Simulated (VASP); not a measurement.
Runs of VASP 6.6.1 on CaH4. The structure is that of space group Pm-3m (No. 221), or close to it. The cells are those of the table. 

```csv
task,cell,k mesh,cutoff (eV),gap on the mesh (eV),pressure (GPa),relaxed volume (Å³/atom)
relaxation of cell and atoms,"relaxed from a = 3.733 Å, 5 atoms",6 × 6 × 6,600,none,0.2,14.33
relaxation of cell and atoms,"relaxed from a = 4.165 Å, 5 atoms",10 × 10 × 10,600,none,0.1,(a)
single point,"a = 4.165 Å, 5 atoms",6 × 6 × 6,520,none,0.0,-
single point,"a = 4.168 Å, 5 atoms",10 × 10 × 10,520,none,0.0,-
```

Alike in all rows: level PBE; potentials or basis VASP PAW PBE potentials, release 64 (Ca_sv, H); no spin polarisation; smearing gaussian 0.1 eV.

Problem. Estimate the missing entries.

Solution. (a) 14.47.

Caveats: the volume moved by over 15 % at a fixed basis, so the end points are rough (some runs).

A gap of «none» marks levels without a gap at the run's occupations.
